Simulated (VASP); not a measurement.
# TiO2 (P4_2/mnm) in VASP: notebook

TiO2 is run at these levels: PBEsol; tasks: single point, relaxation of cell and atoms.

Everything below comes from runs of VASP 6.6.1. Logs are shortened: lines on timing, memory, paths and dates and some standing lists are left out, and cuts for length are marked.

## Step 1: The cell of the first run

The structure is tetragonal, space group P4_2/mnm (No. 136). The conventional cell has a = 4.591 Å, b = 4.591 Å, c = 2.939 Å, α = 90.00°, β = 90.00°, γ = 90.00°. Within 2.6 Å of Ti (site symmetry mmm) lie 6 O at 1.94 to 1.98 Å. O (site symmetry m2m) has 3 Ti at 1.94 to 1.98 Å and 1 O at 2.54 Å within 2.6 Å.

## Step 2: Single point, PBEsol

Contents of INCAR:

```
  PREC = Accurate
  ENCUT = 520
  EDIFF = 1E-6
  ISMEAR = 0
  SIGMA = 0.02
  LREAL = False
  LASPH = True
  NELM = 80
  ALGO = Normal
  ISIF = 2
  LWAVE = False
  LCHARG = False
  GGA = PS
  NBANDS = 33
```

Contents of KPOINTS:

```
Automatic mesh
0
Gamma
  6 6 8
```

Contents of POSCAR:

```
TiO2
1.0
    4.5911524524      0.0000000000      0.0000000000
    0.0000000000      4.5911524524      0.0000000000
    0.0000000000      0.0000000000      2.9390547936
Ti O
2 4
Direct
    0.0000000000      0.0000000000      0.0000000000
    0.5000000000      0.5000000000      0.5000000000
    0.3044332670      0.3044332670      0.0000000000
   -0.3044332670     -0.3044332670      0.0000000000
    0.8044332670      0.1955667330      0.5000000000
    0.1955667330      0.8044332670      0.5000000000
```

Potentials or basis: VASP PAW PBE potentials, release 64 (Ti_sv, O).

Started as:

```bash
cat potpaw_PBE.64/Ti_sv/POTCAR potpaw_PBE.64/O/POTCAR > POTCAR
mpirun -np 1 vasp_std > vasp.out
```

OUTCAR:

```text
PREC = Accurate
   ENCUT = 520
   EDIFF = 1E-6
   ISMEAR = 0
   LREAL = False
   LASPH = True
   NELM = 80
   ISIF = 2
   GGA = PS

 ion  position               nearest neighbor table
   1  0.000  0.000  0.000-   5 1.94   6 1.94   5 1.94   6 1.94   3 1.98   4 1.98
   2  0.500  0.500  0.500-   3 1.94   4 1.94   3 1.94   4 1.94   5 1.98   6 1.98
   3  0.304  0.304  0.000-   2 1.94   2 1.94   1 1.98
   4  0.696  0.696  0.000-   2 1.94   2 1.94   1 1.98
   5  0.804  0.196  0.500-   1 1.94   1 1.94   2 1.98
   6  0.196  0.804  0.500-   1 1.94   1 1.94   2 1.98

  LATTYP: Found a simple tetragonal cell.
 ALAT       =     4.5911524524
 C/A-ratio  =     0.6401562187

  Lattice vectors:

 A1 = (   4.5911524524,   0.0000000000,   0.0000000000)
 A2 = (   0.0000000000,   4.5911524524,   0.0000000000)
 A3 = (   0.0000000000,   0.0000000000,   2.9390547936)

Analysis of symmetry for initial positions (statically):
=====================================================================
 Subroutine PRICEL returns:
 Original cell was already a primitive cell.

 Routine SETGRP: Setting up the symmetry group for a
 simple tetragonal supercell.

 Subroutine GETGRP returns: Found 16 space group operations
 (whereof  8 operations were pure point group operations)
 out of a pool of 16 trial point group operations.

The static configuration has the point symmetry D_2h.
 The point group associated with its full space group is D_4h.

Analysis of symmetry for dynamics (positions and initial velocities):
=====================================================================
 Subroutine PRICEL returns:
 Original cell was already a primitive cell.

 Routine SETGRP: Setting up the symmetry group for a
 simple tetragonal supercell.

 Subroutine GETGRP returns: Found 16 space group operations
 (whereof  8 operations were pure point group operations)
 out of a pool of 16 trial point group operations.

The dynamic configuration has the point symmetry D_2h.
 The point group associated with its full space group is D_4h.

 Subroutine INISYM returns: Found 16 space group operations
 (whereof  8 operations are pure point group operations),
 and found     1 'primitive' translations

----------------------------------------------------------------------------------------

                                     Primitive cell

  volume of cell :      61.9514

  direct lattice vectors                    reciprocal lattice vectors
     4.591152452  0.000000000  0.000000000     0.217810236  0.000000000  0.000000000
     0.000000000  4.591152452  0.000000000     0.000000000  0.217810236  0.000000000
     0.000000000  0.000000000  2.939054794     0.000000000  0.000000000  0.340245443

  length of vectors
     4.591152452  4.591152452  2.939054794     0.217810236  0.217810236  0.340245443

  position of ions in fractional coordinates (direct lattice)
     0.000000000  0.000000000  0.000000000
     0.500000000  0.500000000  0.500000000
     0.304433267  0.304433267  0.000000000
     0.695566733  0.695566733  0.000000000
     0.804433267  0.195566733  0.500000000
     0.195566733  0.804433267  0.500000000

  ion indices of the primitive-cell ions
   primitive index   ion index
                 1           1
                 2           2
                 3           3
                 4           4
                 5           5
                 6           6

----------------------------------------------------------------------------------------

 KPOINTS: Automatic mesh

Automatic generation of k-mesh.
 Grid dimensions read from file:
 generate k-points for:    6    6    8

 Generating k-lattice:

  Cartesian coordinates                     Fractional coordinates (reciprocal lattice)
     0.036301706  0.000000000  0.000000000     0.166666667  0.000000000  0.000000000
     0.000000000  0.036301706  0.000000000     0.000000000  0.166666667  0.000000000
     0.000000000  0.000000000  0.042530680     0.000000000  0.000000000  0.125000000

  Length of vectors
     0.036301706  0.036301706  0.042530680

  Shift w.r.t. Gamma in fractional coordinates (k-lattice)
     0.000000000  0.000000000  0.000000000

 Subroutine IBZKPT returns following result:
 ===========================================

 Found     50 irreducible k-points:

 Following reciprocal coordinates:
            Coordinates               Weight
  0.000000  0.000000  0.000000      1.000000
  0.166667  0.000000  0.000000      4.000000
  0.333333  0.000000  0.000000      4.000000
  0.500000  0.000000  0.000000      2.000000
  0.166667  0.166667  0.000000      4.000000
  0.333333  0.166667  0.000000      8.000000
[... 16 lines left out ...]
  0.333333  0.000000  0.250000      8.000000
  0.500000  0.000000  0.250000      4.000000
 [... further k-points ...]
   k-points           NKPTS =     50   k-points in BZ     NKDIM =     50   number of bands    NBANDS=     33
   number of dos      NEDOS =    301   number of ions     NIONS =      6
   total plane-waves  NPLWV =  31104
   dimension x,y,z NGX =    36 NGY =   36 NGZ =   24
   dimension x,y,z NGXF=    72 NGYF=   72 NGZF=   48
   ions per type =               2   4
   NGX,Y,Z   is equivalent  to a cutoff of  13.04, 13.04, 13.58 a.u.
   NGXF,Y,Z  is equivalent  to a cutoff of  26.07, 26.07, 27.15 a.u.
 SYSTEM =  unknown system
   PREC   = accura    normal or accurate (medium, high low for compatibility)
   ISTART =      0    job   : 0-new  1-cont  2-samecut
   ICHARG =      2    charge: 1-file 2-atom 10-const
   ISPIN  =      1    spin polarized calculation?
   LNONCOLLINEAR =      F non collinear calculations
   LSORBIT =      F    spin-orbit coupling
   LASPH  =      T    aspherical Exc in radial PAW
   ENCUT  =  520.0 eV  38.22 Ry    6.18 a.u.   8.54  8.54  5.46*2*pi/ulx,y,z
   NELM   =     80;   NELMIN=  2; NELMDL= -5     # of ELM steps
   EDIFF  = 0.1E-05   stopping-criterion for ELM
   LREAL  =      F    real-space projection
   EDIFFG = 0.1E-04   stopping-criterion for IOM
   NSW    =      0    number of steps for IOM
   IBRION =     -1    ionic relax: 0-MD 1-quasi-New 2-CG
   NFREE  =      0    steps in history (QN), initial steepest desc. (CG)
   ISIF   =      2    stress and relaxation
   ISYM   =      2    0-nonsym 1-usesym 2-fastsym
   POTIM  = 0.5000    time-step for ionic-motion
   TEBEG  =    0.0;   TEEND  =   0.0 temperature during run
   PSTRESS=    0.0 pullay stress
   NELECT =      48.0000    total number of electrons
   NUPDOWN=      -1.0000    fix difference up-down
   EMIN   =  10.00;   EMAX   =-10.00  energy-range for DOS
   EFERMI =   0.00;   METHOD = LEGACY
   ISMEAR =     0;   SIGMA  =   0.02  broadening in eV -4-tet -1-fermi 0-gaus
   EFERMI_NEDOS =   21; number of points for ismear=-14 and -15
   IALGO  =     38    algorithm
   IMIX   =      4    mixing-type and parameters
     AMIX     =   0.40;   BMIX     =  1.00
     AMIX_MAG =   1.60;   BMIX_MAG =  1.00
  volume/ion in A,a.u.               =      10.33        69.68
  Fermi-wavevector in a.u.,A,eV,Ry     =   1.503620  2.841431 30.761062  2.260874
  Thomas-Fermi vector in A             =   2.614707
   LORBIT       =      0    0 simple, 1 ext, 2 COOP (PROOUT), +10 PAW based schemes
   GGA     = PS    functional components
   LHFCALC =     F    Hartree Fock is set to
   AEXX    =    0.0000 exact exchange contribution
   IVDW    =     0    specifies the selected vdW correction
   LEPSILON=     F    determine dielectric tensor
   LRPA    =     F    only Hartree local field effects (RPA)
 non-spin polarized calculation
 Gauss-broadening in eV      SIGMA  =   0.02
  energy-cutoff  :      520.00
  volume of cell :       61.95
 maximum number of plane-waves:      1696
 NGX is ok and might be reduce to    36
   NGX = 17   NGY = 17   NGZ = 11

 number of electron      48.0000019 magnetization

 Free energy of the ion-electron system (eV)
  ---------------------------------------------------
  ext. energy  EPLUGINS =         0.00000000
  ---------------------------------------------------
  free energy    TOTEN  =       -56.09835876 eV

  energy without entropy =      -56.09835876  energy(sigma->0) =      -56.09835876

 E-fermi :   5.0046     XC(G=0): -11.7428

 val. band max:        4.8018002074   @ k =   0.0000   0.0000   0.0000
 cond. band min:       6.6427153128   @ k =   0.0000   0.0000   0.0000
 fundamental gap:      1.8409151054
 Fermi energy:         5.0046040345

 k-point     1 :       0.0000    0.0000    0.0000
  band No.  band energies     occupation
      1     -51.8210      2.00000
      2     -51.8027      2.00000
      3     -28.2518      2.00000
      4     -28.2518      2.00000
      5     -28.0772      2.00000
      6     -28.0772      2.00000
[... 25 lines left out ...]
     32      11.5259      0.00000
     33      11.5519      0.00000

 k-point     2 :       0.1667    0.0000    0.0000
  band No.  band energies     occupation
      1     -51.8198      2.00000
      2     -51.8039      2.00000
      3     -28.2424      2.00000
      4     -28.2415      2.00000
      5     -28.0887      2.00000
      6     -28.0877      2.00000
[... 25 lines left out ...]
     32      11.4299      0.00000
     33      11.4502      0.00000

 k-point     3 :       0.3333    0.0000    0.0000
  band No.  band energies     occupation
      1     -51.8164      2.00000
      2     -51.8072      2.00000
      3     -28.2174      2.00000
      4     -28.2149      2.00000
      5     -28.1175      2.00000
      6     -28.1150      2.00000
[... 25 lines left out ...]
     32      11.2378      0.00000
     33      11.2782      0.00000

 k-point     4 :       0.5000    0.0000    0.0000
  band No.  band energies     occupation
      1     -51.8118      2.00000
      2     -51.8118      2.00000
      3     -28.1949      2.00000
      4     -28.1949      2.00000
      5     -28.1387      2.00000
      6     -28.1387      2.00000
[... 673 lines left out ...]
     32      10.6289      0.00000
     33      10.9616      0.00000

 k-point    23 :       0.3333    0.0000    0.2500
  band No.  band energies     occupation
      1     -51.7926      2.00000
      2     -51.7861      2.00000
      3     -28.2837      2.00000
      4     -28.2704      2.00000
      5     -28.1561      2.00000
      6     -28.1490      2.00000
[... 25 lines left out ...]
     32      10.1860      0.00000
     33      11.1121      0.00000

 k-point    24 :       0.5000    0.0000    0.2500
  band No.  band energies     occupation
      1     -51.7894      2.00000
      2     -51.7894      2.00000
      3     -28.2806      2.00000
      4     -28.2806      2.00000
      5     -28.1353      2.00000
      6     -28.1353      2.00000
[... 25 lines left out ...]
     32      10.0270      0.00000
     33      11.5376      0.00000

 [... further k-points ...]
[... 5 lines left out ...]
  --------------------------------------------------------------------------------------
  -------------------------------------------------------------------------------------
  Total        0.2202247      0.2202247      0.3326592     -0.0000000      0.0000000      0.0000000
  in kB        5.6954162      5.6954162      8.6031810     -0.0000000      0.0000000      0.0000000
  external PRESSURE =       6.6646711 kB  Pullay stress =       0.0000000 kB

 VOLUME and BASIS-vectors are now :
 -----------------------------------------------------------------------------
  energy-cutoff  :      520.00
  volume of cell :       61.95
      direct lattice vectors                 reciprocal lattice vectors
     4.591152452  0.000000000  0.000000000     0.217810236  0.000000000  0.000000000
     0.000000000  4.591152452  0.000000000     0.000000000  0.217810236  0.000000000
     0.000000000  0.000000000  2.939054794     0.000000000  0.000000000  0.340245443

 POSITION                                       TOTAL-FORCE (eV/Angst)
 -----------------------------------------------------------------------------------
      0.00000      0.00000      0.00000         0.000000      0.000000      0.000000
      2.29558      2.29558      1.46953         0.000000      0.000000      0.000000
      1.39770      1.39770      0.00000        -0.017119     -0.017119      0.000000
      3.19345      3.19345      0.00000         0.017119      0.017119     -0.000000
      3.69328      0.89788      1.46953        -0.017119      0.017119      0.000000
      0.89788      3.69328      1.46953         0.017119     -0.017119      0.000000
 -----------------------------------------------------------------------------------
    total drift:                                0.000000     -0.000000      0.000000

  FREE ENERGIE OF THE ION-ELECTRON SYSTEM (eV)
  ---------------------------------------------------
  free  energy   TOTEN  =       -56.0983587608 eV

  energy  without entropy=      -56.0983587608  energy(sigma->0) =      -56.09835876
```

Wall time 100 s (1 thread of Intel Xeon Platinum 8259CL at 2.50GHz (Skylake/Cascade Lake), shared host); peak memory 0.22 GiB.

What came out:

- Free energy: -56.0984 eV
- Pressure: 0.7 GPa
- Largest force: 0.024 eV/Å
- Band gap on the k mesh: 1.84 eV

Forces in eV/Å, atoms in the order of the input:
```
Ti   0.000  0.000  0.000
Ti   0.000  0.000  0.000
O   -0.017 -0.017  0.000
O    0.017  0.017  0.000
O   -0.017  0.017  0.000
O    0.017 -0.017  0.000
```

Caveat: the PAW data sets were made with another functional, which shifts forces and pressure a little.

## Step 3: Relaxation of cell and atoms, PBEsol

This run uses another cell than the first one, of 10.44 Å³/atom.

Contents of INCAR:

```
SYSTEM = TiO2
  ALGO = Normal
  EDIFF = 1E-6
  EDIFFG = -0.01
  ENCUT = 600
  GGA = PS
  IBRION = 2
  ISIF = 3
  ISMEAR = 0
  LASPH = .TRUE.
  LCHARG = .FALSE.
  LREAL = .FALSE.
  LWAVE = .FALSE.
  NELM = 100
  NSW = 80
  PREC = Accurate
  SIGMA = 0.02
```

Contents of KPOINTS:

```
k-points
0
G
  6 6 8
  0 0 0
```

Contents of POSCAR:

```
TiO2
1.0
    4.6000000000      0.0000000000      0.0000000000
    0.0000000000      4.6000000000      0.0000000000
    0.0000000000      0.0000000000      2.9600000000
Ti O
2 4
Direct
    0.0000000000      0.0000000000      0.0000000000
    0.5000000000      0.5000000000      0.5000000000
    0.3050000000      0.3050000000      0.0000000000
   -0.3050000000     -0.3050000000      0.0000000000
    0.8050000000      0.1950000000      0.5000000000
    0.1950000000      0.8050000000      0.5000000000
```

Potentials or basis: VASP PAW PBE potentials, release 64 (Ti_sv, O).

Started as:

```bash
cat potpaw_PBE.64/Ti_sv/POTCAR potpaw_PBE.64/O/POTCAR > POTCAR
mpirun -np 1 vasp_std > vasp.out
```

It took 5.2 min on 1 thread of Intel Xeon Platinum 8259CL at 2.50GHz (Skylake/Cascade Lake), shared host; peak memory 0.25 GiB.

The run converged. Its results:

```
Free energy                           : -56.1084 eV
Relaxed volume                        : 10.34 Å³/atom
Relaxed cell                          : a = 4.592 Å, b = 4.592 Å, c = 2.942 Å, α = 90.00°, β = 90.00°, γ = 90.00°
Space group after relaxing (to 0.1 Å) : P4_2/mnm (No. 136)
Energy gained by relaxing             : 0.9 meV/atom
Ionic steps                           : 4
Pressure after relaxing               : 0.0 GPa
Largest force after relaxing          : 0.007 eV/Å
Band gap on the k mesh                : 1.83 eV
```

Forces in eV/Å, atoms in the order of the input:
```
Ti   0.000  0.000  0.000
Ti   0.000  0.000  0.000
O   -0.005 -0.005  0.000
O    0.005  0.005  0.000
O   -0.005  0.005  0.000
O    0.005 -0.005  0.000
```

Stress tensor (GPa, compression positive):
```
 0.06  0.00  0.00
 0.00  0.06  0.00
 0.00  0.00 -0.04
```

The path:
```
step  energy change (eV)  largest force (eV/Å)  pressure (GPa)  volume (Å³)
   1              0.0000                0.0382           -2.22        62.63
   2              0.0020                0.1146            3.08        61.33
   3             -0.0049                0.0719            0.15        62.03
   4             -0.0055                0.0065            0.03        62.04
```

Final structure:
```
CELL_PARAMETERS angstrom
4.59196 0.00000 0.00000
0.00000 4.59196 0.00000
0.00000 0.00000 2.94232
ATOMIC_POSITIONS crystal
Ti 0.00000 0.00000 0.00000
Ti 0.50000 0.50000 0.50000
O 0.30438 0.30438 0.00000
O 0.69562 0.69562 0.00000
O 0.80438 0.19562 0.50000
O 0.19562 0.80438 0.50000
```

Levels at points of the mesh, in eV from the valence-band top:
| k point | band 20 | band 21 | band 22 | band 23 | band 24 | band 25 | band 26 | band 27 | band 28 |
| --- | --- | --- | --- | --- | --- | --- | --- | --- | --- |
| (0.00, 0.00, 0.00) | -1.98 | -0.69 | -0.46 | -0.46 | 0.00 | 1.83 | 2.11 | 2.41 | 2.50 |
| (0.50, 0.00, 0.00) | -3.10 | -1.64 | -1.64 | -0.76 | -0.76 | 2.52 | 2.52 | 3.04 | 3.04 |
| (0.50, 0.50, 0.00) | -2.25 | -1.30 | -1.30 | -1.09 | -1.09 | 1.87 | 1.87 | 2.53 | 2.53 |
| (0.00, 0.00, 0.50) | -2.81 | -2.43 | -2.43 | -1.45 | -1.45 | 2.98 | 2.98 | 3.22 | 3.22 |
| (0.50, 0.00, 0.50) | -2.41 | -2.08 | -2.08 | -1.06 | -1.06 | 1.88 | 1.88 | 3.24 | 3.24 |
| (0.50, 0.50, 0.50) | -2.78 | -1.31 | -1.31 | -0.68 | -0.68 | 2.59 | 2.59 | 3.21 | 3.21 |

Caveat: the PAW data sets were made with another functional, which shifts forces and pressure a little. A k mesh can miss the band edges.
